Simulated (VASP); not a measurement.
A run of VASP 6.6.1:

Contents of INCAR:

```
SYSTEM = Se
PREC = Accurate
ENCUT = 520
EDIFF = 1E-7
ISMEAR = -1
SIGMA = 0.08
LREAL = .False.
LASPH = .True.
NELM = 80
ALGO = Normal
ISIF = 2
LWAVE = .False.
LCHARG = .False.
NBANDS = 9
```

File KPOINTS:

```
regular mesh
0
Gamma
  13 13 13
  0 0 0
```

Contents of POSCAR:

```
Se
1.0
    2.5271410611      0.0000000000      0.0000000000
    0.0000000000      2.5271410611      0.0000000000
    0.0000000000      0.0000000000      2.5271410611
Se
1
Direct
    0.0000000000      0.0000000000      0.0000000000
```

Potentials or basis: VASP PAW LDA potentials, release 64 (Se).

The run is started by

```console
$ cat potpaw_LDA.64/Se/POTCAR > POTCAR
$ mpirun -np 1 vasp_std > vasp.out
```

Hardware: 1 thread of Intel(R) Xeon(R) 6975P-C (Granite Rapids) (shared host).

How long does it take, and how much memory?

Wall time 5.7 s on 1 thread of Intel(R) Xeon(R) 6975P-C (Granite Rapids), with other jobs on the host, peak memory 0.12 GiB. Counts: scf iterations 10, k points 84.
